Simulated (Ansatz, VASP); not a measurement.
## Ta2C in VASP and in Ansatz

```xyz
3
Lattice="3.0870 0.0000 0.0000 -1.5435 2.6734 0.0000 0.0000 0.0000 4.9270" Properties=species:S:1:pos:R:3 pbc="T T T"
Ta    0.0000    1.7823    1.2623
Ta    1.5435    0.8911    3.6647
C     0.0000    0.0000    0.0000
```

Alike in both runs: functional BLYP; dispersion D3(BJ); k mesh 4 × 4 × 2; occupations fermi-dirac, width 0.01 eV; no spin polarisation.

Ansatz relaxed the structure, and its values are those at the end. VASP's run is a single point on that final structure, the one shown.

|  | VASP | Ansatz |
| --- | --- | --- |
| version | VASP 6.6.1 | Ansatz 0.2.0 |
| potentials or method | VASP PAW PBE potentials, release 64 (Ta_sv_GW, C) | plane waves, PAW |
| plane-wave cutoff (eV) | 600 | 420 |
| valence electrons in the cell | 30 | 30 |

VASP gave:

| Property | Result |
| --- | --- |
| pressure (GPa) | 0.9 |
| rms of the force components (eV/Å) | 0.021 |

Which values does Ansatz return?

Pressure (GPa): 0.0; rms of the force components (eV/Å): 0.000.

VASP's potentials were made for PBE, not for BLYP.

The k mesh is coarse, so the values compare programs but aren't converged. Spin-orbit coupling is off throughout.
